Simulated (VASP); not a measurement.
# Pt (Fm-3m) in VASP: single point with PBE

Aim: the single point of Pt with PBE.

Program: VASP 6.6.1. These are calculated values, not measurements. Logs are shortened: lines on timing, memory, paths and dates and some standing lists are left out, and cuts for length are marked.

## (1) The cell of the first run

Symmetry: Fm-3m, No. 225, cubic system. Conventional cell: a = 3.972 Å, b = 3.972 Å, c = 3.972 Å, α = 90.00°, β = 90.00°, γ = 90.00°. Within 3.7 Å of Pt (site symmetry m-3m) lie 12 Pt at 2.81 Å.

## (2) Single point, PBE

File INCAR:

```
SYSTEM = Pt
PREC = Accurate
ENCUT = 520
EDIFF = 1E-7
ISMEAR = -1
SIGMA = 0.1
LREAL = .False.
LASPH = .True.
NELM = 60
ALGO = Normal
ISIF = 2
LWAVE = .False.
LCHARG = .False.
GGA = PE
NBANDS = 17
```

File KPOINTS:

```
Automatic mesh
0
Gamma
  14 10 14
  0 0 0
```

File POSCAR:

```
Pt
1.0
   -1.9859426444      1.9859426444      0.0000000000
    0.0000000000      0.0000000000      3.9718852888
    1.9859426444      1.9859426444      0.0000000000
Pt
2
Direct
    0.0000000000      0.0000000000      0.0000000000
    0.5000000000      0.5000000000      0.5000000000
```

Potentials or basis: VASP PAW PBE potentials, release 64 (Pt).

Started as:

```bash
> cat potpaw_PBE.64/Pt/POTCAR > POTCAR
> mpirun -np 1 vasp_std > vasp.out
```

OUTCAR:

```text
SYSTEM = Pt
   PREC = Accurate
   ENCUT = 520
   EDIFF = 1E-7
   ISMEAR = -1
   LREAL = .False.
   LASPH = .True.
   NELM = 60
   ISIF = 2
   GGA = PE

 ion  position               nearest neighbor table
   1  0.000  0.000  0.000-   2 2.81   2 2.81   2 2.81   2 2.81   2 2.81   2 2.81   2 2.81   2 2.81

   2  0.500  0.500  0.500-   1 2.81   1 2.81   1 2.81   1 2.81   1 2.81   1 2.81   1 2.81   1 2.81

  LATTYP: Found a simple tetragonal cell.
 ALAT       =     2.8085470218
 C/A-ratio  =     1.4142135624

  Lattice vectors:

 A1 = (   1.9859426444,  -1.9859426444,   0.0000000000)
 A2 = (   1.9859426444,   1.9859426444,   0.0000000000)
 A3 = (   0.0000000000,   0.0000000000,   3.9718852888)

Analysis of symmetry for initial positions (statically):
=====================================================================
 Subroutine PRICEL returns following result:

  LATTYP: Found a face centered cubic cell.
 ALAT       =     3.9718852888

  Lattice vectors:

 A1 = (   1.9859426444,   0.0000000000,   1.9859426444)
 A2 = (   1.9859426444,   1.9859426444,   0.0000000000)
 A3 = (   0.0000000000,   1.9859426444,   1.9859426444)

   2 primitive cells build up your supercell.

 Routine SETGRP: Setting up the symmetry group for a
 simple tetragonal supercell.

 Subroutine GETGRP returns: Found 16 space group operations
 (whereof 16 operations were pure point group operations)
 out of a pool of 16 trial point group operations.

The static configuration has the point symmetry D_4h.

Analysis of symmetry for dynamics (positions and initial velocities):
=====================================================================
 Subroutine PRICEL returns following result:

  LATTYP: Found a face centered cubic cell.
 ALAT       =     3.9718852888

  Lattice vectors:

 A1 = (   1.9859426444,   0.0000000000,   1.9859426444)
 A2 = (   1.9859426444,   1.9859426444,   0.0000000000)
 A3 = (   0.0000000000,   1.9859426444,   1.9859426444)

   2 primitive cells build up your supercell.

 Routine SETGRP: Setting up the symmetry group for a
 simple tetragonal supercell.

 Subroutine GETGRP returns: Found 16 space group operations
 (whereof 16 operations were pure point group operations)
 out of a pool of 16 trial point group operations.

The dynamic configuration has the point symmetry D_4h.

 Subroutine INISYM returns: Found 16 space group operations
 (whereof 16 operations are pure point group operations),
 and found     2 'primitive' translations

----------------------------------------------------------------------------------------

                                     Primitive cell

  volume of cell :      15.6650

  direct lattice vectors                    reciprocal lattice vectors
     1.985942644  0.000000000  1.985942644     0.251769607 -0.251769607  0.251769607
     1.985942644  1.985942644  0.000000000     0.251769607  0.251769607 -0.251769607
     0.000000000  1.985942644  1.985942644    -0.251769607  0.251769607  0.251769607

  length of vectors
     2.808547022  2.808547022  2.808547022     0.436077752  0.436077752  0.436077752

  position of ions in fractional coordinates (direct lattice)
     0.000000000  0.000000000  0.000000000

  ion indices of the primitive-cell ions
   primitive index   ion index
                 1           1

----------------------------------------------------------------------------------------

 KPOINTS: Automatic mesh

Automatic generation of k-mesh.
 Grid dimensions read from file:
 generate k-points for:   14   10   14

 Generating k-lattice:

  Cartesian coordinates                     Fractional coordinates (reciprocal lattice)
    -0.017983543  0.017983543  0.000000000     0.071428571  0.000000000  0.000000000
     0.000000000  0.000000000  0.025176961     0.000000000  0.100000000  0.000000000
     0.017983543  0.017983543  0.000000000     0.000000000  0.000000000  0.071428571

  Length of vectors
     0.025432571  0.025176961  0.025432571

  Shift w.r.t. Gamma in fractional coordinates (k-lattice)
     0.000000000  0.000000000  0.000000000

 Subroutine IBZKPT returns following result:
 ===========================================

 Found    216 irreducible k-points:

 Following reciprocal coordinates:
            Coordinates               Weight
  0.000000  0.000000  0.000000      1.000000
  0.071429  0.000000  0.000000      4.000000
  0.142857  0.000000  0.000000      4.000000
  0.214286  0.000000  0.000000      4.000000
  0.285714  0.000000  0.000000      4.000000
  0.357143  0.000000  0.000000      4.000000
[... 16 lines left out ...]
  0.428571  0.200000  0.000000      8.000000
  0.500000  0.200000  0.000000      4.000000
 [... further k-points ...]
   k-points           NKPTS =    216   k-points in BZ     NKDIM =    216   number of bands    NBANDS=     17
   number of dos      NEDOS =    301   number of ions     NIONS =      2
   total plane-waves  NPLWV =  17280
   dimension x,y,z NGX =    24 NGY =   30 NGZ =   24
   dimension x,y,z NGXF=    48 NGYF=   60 NGZF=   48
   ions per type =               2
   NGX,Y,Z   is equivalent  to a cutoff of  14.21, 12.56, 14.21 a.u.
   NGXF,Y,Z  is equivalent  to a cutoff of  28.41, 25.11, 28.41 a.u.
 SYSTEM =  Pt
   PREC   = accura    normal or accurate (medium, high low for compatibility)
   ISTART =      0    job   : 0-new  1-cont  2-samecut
   ICHARG =      2    charge: 1-file 2-atom 10-const
   ISPIN  =      1    spin polarized calculation?
   LNONCOLLINEAR =      F non collinear calculations
   LSORBIT =      F    spin-orbit coupling
   LASPH  =      T    aspherical Exc in radial PAW
   ENCUT  =  520.0 eV  38.22 Ry    6.18 a.u.   5.22  7.39  5.22*2*pi/ulx,y,z
   NELM   =     60;   NELMIN=  2; NELMDL= -5     # of ELM steps
   EDIFF  = 0.1E-06   stopping-criterion for ELM
   LREAL  =      F    real-space projection
   EDIFFG = 0.1E-05   stopping-criterion for IOM
   NSW    =      0    number of steps for IOM
   IBRION =     -1    ionic relax: 0-MD 1-quasi-New 2-CG
   NFREE  =      0    steps in history (QN), initial steepest desc. (CG)
   ISIF   =      2    stress and relaxation
   ISYM   =      2    0-nonsym 1-usesym 2-fastsym
   POTIM  = 0.5000    time-step for ionic-motion
   TEBEG  =    0.0;   TEEND  =   0.0 temperature during run
   PSTRESS=    0.0 pullay stress
   NELECT =      20.0000    total number of electrons
   NUPDOWN=      -1.0000    fix difference up-down
   EMIN   =  10.00;   EMAX   =-10.00  energy-range for DOS
   EFERMI =   0.00;   METHOD = LEGACY
   ISMEAR =    -1;   SIGMA  =   0.10  broadening in eV -4-tet -1-fermi 0-gaus
   EFERMI_NEDOS =   21; number of points for ismear=-14 and -15
   IALGO  =     38    algorithm
   IMIX   =      4    mixing-type and parameters
     AMIX     =   0.40;   BMIX     =  1.00
     AMIX_MAG =   1.60;   BMIX_MAG =  1.00
  volume/ion in A,a.u.               =      15.66       105.71
  Fermi-wavevector in a.u.,A,eV,Ry     =   1.409607  2.663771 27.034676  1.986993
  Thomas-Fermi vector in A             =   2.531646
   LORBIT       =      0    0 simple, 1 ext, 2 COOP (PROOUT), +10 PAW based schemes
   GGA     = PE    functional components
[... 5 lines left out ...]
 non-spin polarized calculation
  energy-cutoff  :      520.00
  volume of cell :       31.33
 maximum number of plane-waves:       888
 NGX is ok and might be reduce to    24
   NGX = 11   NGY = 15   NGZ = 11

 number of electron      20.0000002 magnetization

 Free energy of the ion-electron system (eV)
  ---------------------------------------------------
  ext. energy  EPLUGINS =         0.00000000
  ---------------------------------------------------
  free energy    TOTEN  =       -12.26131213 eV

  energy without entropy =      -12.14875276  energy(sigma->0) =      -12.20503245

 E-fermi :  10.5521     XC(G=0): -13.2632

 val. band max:       10.5516809259   @ k =   0.4286   0.5000   0.0000
 cond. band min:      10.5582332339   @ k =   0.5000   0.5000   0.0714
 fundamental gap:      0.0065523080
 Fermi energy:        10.5520979790

 k-point     1 :       0.0000    0.0000    0.0000
  band No.  band energies     occupation
      1       0.7536      2.00000
      2       3.8823      2.00000
      3       4.3177      2.00000
      4       6.9878      2.00000
      5       6.9888      2.00000
      6       6.9888      2.00000
[... 9 lines left out ...]
     16      25.2882      0.00000
     17      30.0424      0.00000

 k-point     2 :       0.0714    0.0000    0.0000
  band No.  band energies     occupation
      1       0.8858      2.00000
      2       3.9756      2.00000
      3       4.4015      2.00000
      4       6.9242      2.00000
      5       7.0353      2.00000
      6       7.0527      2.00000
[... 9 lines left out ...]
     16      25.4891      0.00000
     17      29.3932      0.00000

 k-point     3 :       0.1429    0.0000    0.0000
  band No.  band energies     occupation
      1       1.2719      2.00000
      2       4.2073      2.00000
      3       4.6751      2.00000
      4       6.7510      2.00000
      5       7.1731      2.00000
      6       7.2171      2.00000
[... 9 lines left out ...]
     16      26.0388      0.00000
     17      28.1044      0.00000

 k-point     4 :       0.2143    0.0000    0.0000
  band No.  band energies     occupation
      1       1.8798      2.00000
      2       4.4969      2.00000
      3       5.1366      2.00000
      4       6.5214      2.00000
      5       7.3761      2.00000
      6       7.3971      2.00000
[... 9 lines left out ...]
     16      26.7349      0.00000
     17      26.7474      0.00000

 k-point     5 :       0.2857    0.0000    0.0000
  band No.  band energies     occupation
      1       2.6556      2.00000
      2       4.8170      2.00000
      3       5.6628      2.00000
      4       6.2988      2.00000
      5       7.3838      2.00000
      6       7.5032      2.00000
[... 9 lines left out ...]
     16      25.7584      0.00000
     17      27.0786      0.00000

 k-point     6 :       0.3571    0.0000    0.0000
  band No.  band energies     occupation
      1       3.5209      2.00000
      2       5.1281      2.00000
      3       6.0773      2.00000
      4       6.1416      2.00000
      5       6.8913      2.00000
      6       7.2032      2.00000
[... 9 lines left out ...]
     16      26.3261      0.00000
     17      27.5192      0.00000

 k-point     7 :       0.4286    0.0000    0.0000
  band No.  band energies     occupation
      1       4.3646      2.00000
      2       5.2829      2.00000
      3       6.0959      2.00000
      4       6.3194      2.00000
      5       6.4555      2.00000
      6       6.9031      2.00000
[... 9 lines left out ...]
     16      24.8753      0.00000
     17      28.3589      0.00000

 k-point     8 :       0.5000    0.0000    0.0000
  band No.  band energies     occupation
      1       5.0230      2.00000
      2       5.0230      2.00000
      3       6.1938      2.00000
      4       6.1938      2.00000
      5       6.5747      2.00000
      6       6.5747      2.00000
[... 9 lines left out ...]
     16      23.1833      0.00000
     17      28.1201      0.00000
[... 203 lines left out ...]
      1       1.7401      2.00000
      2       4.3615      2.00000
      3       4.8799      2.00000
      4       6.6351      2.00000
      5       7.3010      2.00000
      6       7.3118      2.00000
[... 9 lines left out ...]
     16      26.4029      0.00000
     17      26.6807      0.00000

 k-point    20 :       0.2143    0.2000    0.0000
  band No.  band energies     occupation
      1       2.2685      2.00000
      2       4.5846      2.00000
      3       5.3608      2.00000
      4       6.5926      2.00000
      5       7.3561      2.00000
      6       7.3562      2.00000
[... 9 lines left out ...]
     16      24.9884      0.00000
     17      26.9170      0.00000

 k-point    21 :       0.2857    0.2000    0.0000
  band No.  band energies     occupation
      1       2.8815      2.00000
      2       4.7487      2.00000
      3       5.8505      2.00000
      4       6.6208      2.00000
      5       7.2746      2.00000
      6       7.3377      2.00000
[... 9 lines left out ...]
     16      26.1826      0.00000
     17      26.8830      0.00000

 k-point    22 :       0.3571    0.2000    0.0000
  band No.  band energies     occupation
      1       3.4616      2.00000
      2       4.7589      2.00000
      3       6.1180      2.00000
      4       6.7919      2.00000
      5       7.2153      2.00000
      6       7.3672      2.00000
[... 9 lines left out ...]
     16      26.5109      0.00000
     17      27.5979      0.00000

 k-point    23 :       0.4286    0.2000    0.0000
  band No.  band energies     occupation
      1       3.9270      2.00000
      2       4.5755      2.00000
      3       6.3428      2.00000
      4       6.8848      2.00000
      5       7.2169      2.00000
      6       7.4038      2.00000
[... 9 lines left out ...]
     16      26.0832      0.00000
     17      27.3744      0.00000

 k-point    24 :       0.5000    0.2000    0.0000
  band No.  band energies     occupation
      1       4.2860      2.00000
      2       4.2860      2.00000
      3       6.6269      2.00000
      4       6.6269      2.00000
      5       7.4915      2.00000
      6       7.4915      2.00000
[... 9 lines left out ...]
     16      25.4948      0.00000
     17      27.2788      0.00000

 [... further k-points ...]
[... 5 lines left out ...]
  --------------------------------------------------------------------------------------
  -------------------------------------------------------------------------------------
  Total       -0.1180916     -0.1180916     -0.0629855      0.0000000      0.0000000      0.0000000
  in kB       -6.0390605     -6.0390605     -3.2210038      0.0000000      0.0000000      0.0000000
  external PRESSURE =      -5.0997082 kB  Pullay stress =       0.0000000 kB

 VOLUME and BASIS-vectors are now :
 -----------------------------------------------------------------------------
  energy-cutoff  :      520.00
  volume of cell :       31.33
      direct lattice vectors                 reciprocal lattice vectors
    -1.985942644  1.985942644  0.000000000    -0.251769607  0.251769607  0.000000000
     0.000000000  0.000000000  3.971885289     0.000000000  0.000000000  0.251769607
     1.985942644  1.985942644  0.000000000     0.251769607  0.251769607  0.000000000

 POSITION                                       TOTAL-FORCE (eV/Angst)
 -----------------------------------------------------------------------------------
      0.00000      0.00000      0.00000        -0.000000      0.000000     -0.000000
      0.00000      1.98594      1.98594         0.000000     -0.000000      0.000000
 -----------------------------------------------------------------------------------
    total drift:                               -0.000000     -0.000000      0.000000

  FREE ENERGIE OF THE ION-ELECTRON SYSTEM (eV)
  ---------------------------------------------------
  free  energy   TOTEN  =       -12.2613121331 eV

  energy  without entropy=      -12.1487527637  energy(sigma->0) =      -12.20503245
```

Run time: 33 s. Hardware: 1 thread of Intel Xeon Platinum 8488C (Sapphire Rapids), shared host; peak memory 0.22 GiB.

What came out:

```
Free energy            : -12.2613 eV
Pressure               : -0.5 GPa
Band gap on the k mesh : zero (band 10 reaches 11.01 eV, above the bottom of band 11 at 9.50 eV)
```

Levels at points of the mesh, in eV from the Fermi level:
| k point | band 7 | band 8 | band 9 | band 10 | band 11 | band 12 | band 13 | band 14 |
| --- | --- | --- | --- | --- | --- | --- | --- | --- |
| (0.00, 0.00, 0.00) | -1.54 | -1.54 | -0.01 | 0.45 | 0.45 | 1.85 | 8.47 | 11.27 |
| (0.50, 0.00, 0.00) | -2.41 | -2.41 | -1.63 | -1.63 | 1.77 | 1.77 | 10.49 | 10.49 |
| (0.00, 0.50, 0.00) | -2.00 | -2.00 | -2.00 | -2.00 | -0.82 | -0.82 | 16.81 | 16.81 |
| (0.50, 0.50, 0.00) | -0.32 | -0.32 | 0.03 | 0.03 | 0.03 | 0.03 | 5.55 | 5.55 |
| (0.50, 0.00, 0.50) | 0.45 | 0.45 | 0.45 | 0.45 | 1.85 | 1.85 | 8.47 | 8.47 |
| (0.50, 0.50, 0.50) | -1.88 | -1.88 | 0.45 | 0.45 | 6.86 | 6.86 | 8.09 | 8.09 |

Caveat: spin-orbit coupling is left out, which moves the levels of the heavy elements.
